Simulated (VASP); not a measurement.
# AlPt2S3 in VASP: further runs

Runs on AlPt2S3. Level: PBE. Tasks: single point.

Everything below comes from runs of VASP 6.6.1. Logs are shortened: lines on timing, memory, paths and dates and some standing lists are left out, and cuts for length are marked.

## Step 1: The cell of the first run

The cell holds a disordered packing, 12 atoms: a = 6.674 Å, b = 6.186 Å, c = 6.204 Å, α = 96.23°, β = 91.27°, γ = 78.51°.

## Step 2: Single point, PBE

The input, INCAR:

```
  PREC = Accurate
  ENCUT = 520
  EDIFF = 1E-7
  ISMEAR = 1
  SIGMA = 0.15
  LREAL = F
  LASPH = T
  NELM = 100
  ALGO = Normal
  ISIF = 2
  LWAVE = F
  LCHARG = T
  GGA = PE
  LELF = T
  LVHAR = T
  NBANDS = 53
```

The input, KPOINTS:

```
regular mesh
0
Gamma
  2 3 3
```

The input, POSCAR:

```
AlPt2S3
1.0
    6.6582230000      0.4220820000      0.1786580000
    0.8622410000      6.1032260000     -0.5255550000
   -0.2968580000     -0.1067130000      6.1958160000
Pt S Al
4 6 2
Direct
    0.4033971436      0.4475380506      0.5765140110
    0.5144148104      0.0453788590      0.2306154290
    0.7185428870      0.2011083455      0.8678952153
    0.0062038126      0.2783111944      0.5225383515
    0.8040593742      0.5043875061      0.1985131153
    0.1347348456      0.0752621955      0.9370399258
    0.6424032298      0.7068617129      0.8068709967
    0.4239725011      0.6256069024      0.1920897516
    0.3282921379      0.9127272919      0.5739988688
    0.9546729486      0.8234893817      0.6531732063
    0.1005109915      0.5103394772      0.9383584618
    0.9623687946      0.8846703065      0.2528685518
```

Potentials or basis: VASP PAW PBE potentials, release 64 (Pt, S, Al).

Launch:

```sh
cat potpaw_PBE.64/Pt/POTCAR potpaw_PBE.64/S/POTCAR potpaw_PBE.64/Al/POTCAR > POTCAR
mpirun -np 1 vasp_std > vasp.out
```

OUTCAR:

```text
PREC = Accurate
   ENCUT = 520
   EDIFF = 1E-7
   ISMEAR = 1
   LREAL = F
   LASPH = T
   NELM = 100
   ISIF = 2
   GGA = PE

 ion  position               nearest neighbor table
   1  0.403  0.448  0.577-   8 2.75   7 2.75   9 2.82  11 3.00   3 3.03   4 3.04   2 3.09
   2  0.514  0.045  0.231-   8 2.77   9 2.77  12 2.96   3 3.00   6 3.07   1 3.09
   3  0.719  0.201  0.868-   5 2.76   6 2.77  10 2.77   2 3.00   1 3.03   4 3.05   7 3.13
   4  0.006  0.278  0.523-   5 2.75   9 2.83  12 2.86  11 2.93   6 3.02   1 3.04   3 3.05  10 3.10

   5  0.804  0.504  0.199-   8 2.50  11 2.59   4 2.75  12 2.75   3 2.76
   6  0.135  0.075  0.937-   9 2.62  10 2.65  11 2.65   3 2.77  12 2.77   4 3.02   2 3.07
   7  0.642  0.707  0.807-  10 2.57   9 2.70   1 2.75   3 3.13
   8  0.424  0.626  0.192-   5 2.50   1 2.75   2 2.77  11 2.80
   9  0.328  0.913  0.574-   6 2.62   7 2.70  10 2.72   2 2.77   1 2.82   4 2.83
  10  0.955  0.823  0.653-  12 2.56   7 2.57   6 2.65   9 2.72   3 2.77  11 2.78   4 3.10
  11  0.101  0.510  0.938-   5 2.59   6 2.65  10 2.78   8 2.80  12 2.88   4 2.93   1 3.00
  12  0.962  0.885  0.253-  10 2.56   5 2.75   6 2.77   4 2.86  11 2.88   2 2.96

  LATTYP: Found a triclinic cell.
 ALAT       =     6.1861971523
 B/A-ratio  =     1.0788501504
 C/A-ratio  =     1.0028521978
 COS(alpha) =     0.0220908467
 COS(beta)  =     0.1084860750
 COS(gamma) =     0.1991728351

  Lattice vectors:

 A1 = (   0.8622410000,   6.1032260000,  -0.5255550000)
 A2 = (   6.6582230000,   0.4220820000,   0.1786580000)
 A3 = (   0.2968580000,   0.1067130000,  -6.1958160000)

Analysis of symmetry for initial positions (statically):
=====================================================================
 Subroutine PRICEL returns:
 Original cell was already a primitive cell.

 Routine SETGRP: Setting up the symmetry group for a
 triclinic supercell.

 Subroutine GETGRP returns: Found  1 space group operations
 (whereof  1 operations were pure point group operations)
 out of a pool of  2 trial point group operations.

The static configuration has the point symmetry C_1 .

Analysis of symmetry for dynamics (positions and initial velocities):
=====================================================================
 Subroutine PRICEL returns:
 Original cell was already a primitive cell.

 Routine SETGRP: Setting up the symmetry group for a
 triclinic supercell.

 Subroutine GETGRP returns: Found  1 space group operations
[... 119 lines left out ...]
   NELECT =      82.0000    total number of electrons
   NUPDOWN=      -1.0000    fix difference up-down
   EMIN   =  10.00;   EMAX   =-10.00  energy-range for DOS
   EFERMI =   0.00;   METHOD = LEGACY
   ISMEAR =     1;   SIGMA  =   0.15  broadening in eV -4-tet -1-fermi 0-gaus
   EFERMI_NEDOS =   21; number of points for ismear=-14 and -15
   IALGO  =     38    algorithm
   IMIX   =      4    mixing-type and parameters
     AMIX     =   0.40;   BMIX     =  1.00
     AMIX_MAG =   1.60;   BMIX_MAG =  1.00
  volume/ion in A,a.u.               =      20.79       140.32
  Fermi-wavevector in a.u.,A,eV,Ry     =   1.129735  2.134889 17.365128  1.276301
  Thomas-Fermi vector in A             =   2.266429
   LORBIT       =      0    0 simple, 1 ext, 2 COOP (PROOUT), +10 PAW based schemes
   GGA     = PE    functional components
   LHFCALC =     F    Hartree Fock is set to
   AEXX    =    0.0000 exact exchange contribution
   IVDW    =     0    specifies the selected vdW correction
   LEPSILON=     F    determine dielectric tensor
   LRPA    =     F    only Hartree local field effects (RPA)
 non-spin polarized calculation
 Methfessel and Paxton  Order N= 1 SIGMA  =   0.15
  energy-cutoff  :      520.00
  volume of cell :      249.52
 maximum number of plane-waves:      6743
 NGX is ok and might be reduce to    50
   NGX = 25   NGY = 23   NGZ = 23

 number of electron      81.9999996 magnetization

 Free energy of the ion-electron system (eV)
  ---------------------------------------------------
  ext. energy  EPLUGINS =         0.00000000
  ---------------------------------------------------
  free energy    TOTEN  =       -49.18279346 eV

  energy without entropy =      -49.18932732  energy(sigma->0) =      -49.18497141

 E-fermi :   5.2953     XC(G=0): -10.2319

 val. band max:        5.2791491364   @ k =  -0.0000  -0.0000   0.3333
 cond. band min:       5.2959104968   @ k =   0.5000  -0.0000  -0.0000
 fundamental gap:      0.0167613604
 Fermi energy:         5.2953271155

 k-point     1 :       0.0000    0.0000    0.0000
  band No.  band energies     occupation
      1      -9.4693      2.00000
      2      -8.3290      2.00000
      3      -7.5556      2.00000
      4      -7.3812      2.00000
      5      -6.6734      2.00000
      6      -6.4609      2.00000
[... 549 lines left out ...]
     52       8.9017      0.00000
     53       9.2871      0.00000

------------------------ aborting loop because EDIFF is reached ----------------------------------------

  FORCE on cell =-STRESS in cart. coord.  units (eV):
  Direction    XX          YY          ZZ          XY          YZ          ZX
  --------------------------------------------------------------------------------------
  -------------------------------------------------------------------------------------
  Total      -21.7480112    -21.4287396    -22.3921390     -2.5193706      2.1799115      0.9470171
  in kB     -139.6437109   -137.5936719   -143.7796474    -16.1768473     13.9971845      6.0807853
  external PRESSURE =    -140.3390101 kB  Pullay stress =       0.0000000 kB

 VOLUME and BASIS-vectors are now :
 -----------------------------------------------------------------------------
  energy-cutoff  :      520.00
  volume of cell :      249.52
      direct lattice vectors                 reciprocal lattice vectors
     6.658223000  0.422082000  0.178658000     0.151322889 -0.020784831  0.006892296
     0.862241000  6.103226000 -0.525555000    -0.010557017  0.165541193  0.002345367
    -0.296858000 -0.106713000  6.195816000    -0.005258926  0.014641232  0.161399444

 POSITION                                       TOTAL-FORCE (eV/Angst)
 -----------------------------------------------------------------------------------
      2.90065      2.84017      3.40884         0.331500      0.077980      0.275007
      3.39576      0.46947      1.49691        -0.141376     -0.500551      0.258453
      4.69998      1.43808      5.40000         0.888361      0.017158      0.449772
      0.12616      1.64545      3.09239         0.286596     -0.079736     -0.295364
      5.72958      3.39659      1.10852         1.494424     -1.187733      0.319697
      0.68382      0.41622      5.79024        -0.071334      1.002435      0.488019
      4.64722      4.49918      4.74250        -0.368119     -0.231769     -0.919725
      3.30530      3.97667      0.93711        -0.832310      0.544812      0.561711
      2.80244      5.64789      3.13536         0.211184      0.750135     -0.795763
      6.87257      5.35919      3.78471        -1.381757     -0.407993     -0.004659
      0.83070      3.05701      5.56364         0.318219     -0.900428     -0.719003
      7.09540      5.77856      1.27372        -0.735386      0.915690      0.381856
 -----------------------------------------------------------------------------------
    total drift:                               -0.000520     -0.000163      0.000821

  FREE ENERGIE OF THE ION-ELECTRON SYSTEM (eV)
  ---------------------------------------------------
  free  energy   TOTEN  =       -49.1827934593 eV

  energy  without entropy=      -49.1893273244  energy(sigma->0) =      -49.18497141
```

Run time: 4.7 min. Hardware: 1 thread of Oxide Virtual Turin-like, shared host; peak memory 0.35 GiB.

Results:

```
Free energy            : -49.1828 eV
Pressure               : -14.0 GPa
Largest force          : 1.936 eV/Å
Band gap on the k mesh : zero (bands 41 and 42 overlap by 0.27 eV)
```

Forces in eV/Å, atoms in the order of the input:
```
Pt   0.332  0.078  0.275
Pt  -0.141 -0.501  0.258
Pt   0.888  0.017  0.450
Pt   0.287 -0.080 -0.295
S    1.494 -1.188  0.320
S   -0.071  1.002  0.488
S   -0.368 -0.232 -0.920
S   -0.832  0.545  0.562
S    0.211  0.750 -0.796
S   -1.382 -0.408 -0.005
Al   0.318 -0.900 -0.719
Al  -0.735  0.916  0.382
```

Levels at points of the mesh, in eV from the Fermi level:
| k point | band 39 | band 40 | band 41 | band 42 | band 43 | band 44 |
| --- | --- | --- | --- | --- | --- | --- |
| (0.00, 0.00, 0.00) | -0.46 | -0.25 | -0.15 | 0.06 | 0.18 | 0.48 |
| (0.50, 0.00, 0.00) | -0.48 | -0.35 | -0.20 | -0.17 | 0.00 | 0.81 |

Caveat: the k points lie up to 0.48 Å⁻¹ apart; spin-orbit coupling is left out, which moves the levels of the heavy elements.

## Step 3: Single point, PBE

The input, INCAR:

```
ALGO = Normal
EDIFF = 1E-6
ENCUT = 520
GGA = PE
ISIF = 2
ISMEAR = 1
LASPH = T
LCHARG = F
LREAL = F
LWAVE = F
NBANDS = 53
NELM = 100
PREC = Accurate
SIGMA = 0.15
```

The input, KPOINTS:

```
k-points
0
Gamma
  2 3 3
```

The input, POSCAR:

```
AlPt2S3
1.0
    6.6582230000      0.4220820000      0.1786580000
    0.8622410000      6.1032260000     -0.5255550000
   -0.2968580000     -0.1067130000      6.1958160000
Pt S Al
4 6 2
Direct
    0.4044189761      0.4529207417      0.5788106159
    0.5167827954      0.0384581014      0.2271532058
    0.7189890955      0.2003287311      0.8695180122
    0.0071263537      0.2804268174      0.5202566596
    0.8110160114      0.4880522852      0.1968050407
    0.1270899200      0.0817177636      0.9384737294
    0.6358584925      0.7068546836      0.8023793487
    0.4385693997      0.6192191186      0.2001393799
    0.3315355303      0.9220408490      0.5695919155
    0.9369946189      0.8269087135      0.6449572460
    0.0890908119      0.5066092907      0.9444643384
    0.9477853608      0.8940693809      0.2710506891
```

Potentials or basis: VASP PAW PBE potentials, release 64 (Pt, S, Al).

Launch:

```sh
cat potpaw_PBE.64/Pt/POTCAR potpaw_PBE.64/S/POTCAR potpaw_PBE.64/Al/POTCAR > POTCAR
mpirun -np 1 vasp_std > vasp.out
```

Run time: 4.3 min. Hardware: 1 thread of Oxide Virtual Turin-like, shared host; peak memory 0.34 GiB.

The run converged. Its results:

- Free energy: -49.7414 eV
- Pressure: -13.6 GPa
- Largest force: 1.547 eV/Å
- Band gap on the k mesh: zero (bands 41 and 42 overlap by 0.26 eV)

Forces in eV/Å, atoms in the order of the input:
```
Pt   0.457  0.114  0.299
Pt  -0.034 -0.699  0.438
Pt   1.092  0.011  0.499
Pt   0.356 -0.136 -0.342
S    0.943 -1.104  0.536
S   -0.136  0.916  0.419
S   -0.356 -0.376 -0.979
S   -0.612  0.569  0.584
S    0.058  0.888 -0.980
S   -1.394 -0.285  0.285
Al   0.395 -0.812 -0.700
Al  -0.769  0.913 -0.060
```

Stress tensor (GPa, compression positive):
```
-13.76  -1.69   0.49
 -1.69 -13.30   1.38
  0.49   1.38 -13.88
```

Levels at points of the mesh, in eV from the Fermi level:
```csv
k point,band 38,band 39,band 40,band 41,band 42,band 43,band 44,band 45
"(0.00, 0.00, 0.00)",-0.55,-0.52,-0.29,-0.22,0.05,0.21,0.44,0.73
"(0.50, 0.00, 0.00)",-0.60,-0.51,-0.42,-0.27,-0.16,0.03,0.84,1.09
```

Caveat: the k points lie up to 0.48 Å⁻¹ apart; spin-orbit coupling is left out, which moves the levels of the heavy elements.

## Step 4: Single point, PBE

The input, INCAR:

```
SYSTEM = AlPt2S3
PREC     = Accurate       ! precision mode
ENCUT    = 520            ! plane-wave cutoff, eV
EDIFF    = 1E-6           ! SCF threshold, eV
ISMEAR   = 1              ! smearing method
SIGMA    = 0.15           ! smearing width, eV
LREAL    = .False.        ! projectors in reciprocal space
LASPH    = .True.         ! aspherical terms in the spheres
NELM     = 60             ! most SCF steps
ALGO     = Normal         ! electronic algorithm
ISIF     = 2              ! what is computed and relaxed
LWAVE    = .False.        ! write WAVECAR
LCHARG   = .False.        ! write CHGCAR
GGA      = PE             ! functional
NBANDS   = 53             ! bands
```

The input, KPOINTS:

```
Automatic mesh
0
Gamma
  2 3 3
  0 0 0
```

The input, POSCAR:

```
AlPt2S3
1.0
    6.6582230000      0.4220820000      0.1786580000
    0.8622410000      6.1032260000     -0.5255550000
   -0.2968580000     -0.1067130000      6.1958160000
Pt S Al
4 6 2
Direct
    0.4055172323      0.4579493148      0.5810415697
    0.5190063582      0.0317883864      0.2240678076
    0.7197587485      0.1995867212      0.8711879340
    0.0081016315      0.2823334823      0.5180118893
    0.8197022752      0.4703948836      0.1960947539
    0.1195189495      0.0897472907      0.9408862563
    0.6290734309      0.7060707800      0.7960990171
    0.4508037934      0.6145735631      0.2090046743
    0.3343397434      0.9325692969      0.5635861341
    0.9179199708      0.8296381431      0.6380251977
    0.0796273084      0.5009595105      0.9481071936
    0.9321472013      0.9053033812      0.2880219754
```

Launch:

```sh
cat potpaw_PBE.64/Pt/POTCAR potpaw_PBE.64/S/POTCAR potpaw_PBE.64/Al/POTCAR > POTCAR
mpirun -np 1 vasp_std > vasp.out
```

Wall time 4.4 min (1 thread of Oxide Virtual Turin-like, shared host); peak memory 0.34 GiB.

Results (log left out):

```yaml
Free_energy: -50.3367 eV
Pressure: -12.6 GPa
Largest_force: 1.670 eV/Å
Band_gap_on_the_k_mesh: zero (bands 41 and 42 overlap by 0.26 eV)
```

Forces on the atoms (eV/Å):
```
Pt   0.593  0.150  0.319
Pt   0.022 -0.851  0.571
Pt   1.228 -0.006  0.484
Pt   0.443 -0.209 -0.365
S    0.304 -0.907  0.838
S   -0.151  0.719  0.280
S   -0.345 -0.580 -0.970
S   -0.474  0.534  0.562
S   -0.111  1.066 -1.123
S   -1.345 -0.241  0.960
Al   0.557 -0.659 -0.795
Al  -0.723  0.984 -0.762
```

Stress tensor (GPa, compression positive):
```
-13.05  -1.76   0.18
 -1.76 -12.33   1.19
  0.18   1.19 -12.53
```

Levels at points of the mesh, in eV from the Fermi level:
```csv
k point,band 38,band 39,band 40,band 41,band 42,band 43,band 44,band 45
"(0.00, 0.00, 0.00)",-0.62,-0.55,-0.37,-0.30,0.02,0.23,0.40,0.80
"(0.50, 0.00, 0.00)",-0.65,-0.50,-0.46,-0.32,-0.15,0.08,0.83,1.07
```

Caveat: the k points lie up to 0.48 Å⁻¹ apart; spin-orbit coupling is left out, which moves the levels of the heavy elements.

## Step 5: The runs side by side

```tsv
cell	gap on the mesh (eV)	pressure (GPa)	largest force (eV/Å)
as given, atomic positions A	none	-14.0	1.94
as given, atomic positions B	none	-13.6	1.55
as given, atomic positions C	none	-12.6	1.67
```

Alike in all rows: task single point; level PBE; potentials or basis VASP PAW PBE potentials, release 64 (Pt, S, Al); no spin polarisation; k mesh 2 × 3 × 3; cutoff (eV) 520; smearing methfessel-paxton 0.15 eV.

Caveats: all runs use coarse meshes; spin-orbit coupling is left out, which moves the levels of the heavy elements.

Absolute energies hang on the potentials; compare differences alone.

The gap in the log of VASP goes by the Fermi energy; the results here count the filled bands.